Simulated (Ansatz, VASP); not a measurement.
# Si2W in VASP and in Ansatz

INCAR

```
SYSTEM = Si2W
PREC     = Accurate       ! precision mode
ENCUT    = 520            ! plane-wave cutoff, eV
EDIFF    = 1E-8           ! SCF threshold, eV
ISMEAR   = -1             ! smearing method
SIGMA    = 0.05           ! smearing width, eV
LREAL    = .False.        ! projectors in reciprocal space
LASPH    = .True.         ! aspherical terms in the spheres
NELM     = 80             ! most SCF steps
ALGO     = Normal         ! electronic algorithm
ISIF     = 2              ! what is computed and relaxed
LWAVE    = .False.        ! write WAVECAR
LCHARG   = .False.        ! write CHGCAR
GGA      = PE             ! functional
LEFG     = .True.       
NBANDS   = 18             ! bands
```

KPOINTS

```
regular mesh
0
Gamma
  11 11 14
  0 0 0
```

File POSCAR:

```
Si2W
1.0
   -1.5782700000      1.6176700000      3.9400000000
    1.6176700000     -1.5782700000      3.9400000000
    1.5943300000      1.5943300000     -3.9239400000
Si W
2 1
Direct
    0.3330000000      0.3330000000      0.0000000000
    0.6670000000      0.6670000000      0.0000000000
    0.0000000000      0.0000000000      0.0000000000
```

Input for Ansatz:

```yaml
crystal:
  lattice:
    - [-1.57827, 1.61767, 3.94]
    - [1.61767, -1.57827, 3.94]
    - [1.59433, 1.59433, -3.92394]
  atoms:
    - { symbol: Si, position: [0.333, 0.333, 0.0] }
    - { symbol: Si, position: [0.667, 0.667, 0.0] }
    - { symbol: W, position: [0.0, 0.0, 0.0] }
kpoints:
  mp_grid: { grid: [11, 11, 14] }
scf:
  occupations: { method: fermi_dirac, width: 0.05 }
hamiltonian:
  xc: pbe
  pseudopotentials: { kind: all_electron, datasets: crystal }
output:
  forces: true
  stress: true
  eigenvalues: true
  efg: { contact_densities: true }
```

Change from the starting cell: equal xy, yz and zx shear strains of +1 %, crystal datasets.

Alike in both runs: task electric field gradients; functional PBE; k mesh 11 × 11 × 14; occupations fermi-dirac, width 0.05 eV; no spin polarisation.

|  | VASP | Ansatz |
| --- | --- | --- |
| version | VASP 6.6.1 | Ansatz 0.2.0 |
| potentials or method | VASP PAW PBE potentials, release 64 (Si, W_sv), cutoff 520 eV | all-electron PAW with datasets made for the crystal, scalar-relativistic |

|  | VASP | Ansatz | Ansatz less VASP |
| --- | --- | --- | --- |
| pressure (GPa) | 1.8 | 1.7 | -0.11 |
| traceless stress, the component that is largest in VASP (GPa) | -2.01 | -2.01 | +0.002 |
| rms of the force components (eV/Å) | 0.100 | 0.102 | +0.0024 |
| size of Vzz on the site where it differs most (V/Å²) | 126.8 | 147.2 | +20.39 |

Atom by atom the forces differ by 0.002 eV/Å (rms over components). Ansatz ran all-electron here, and VASP with PAW potentials.

Neither program's run includes spin-orbit coupling.
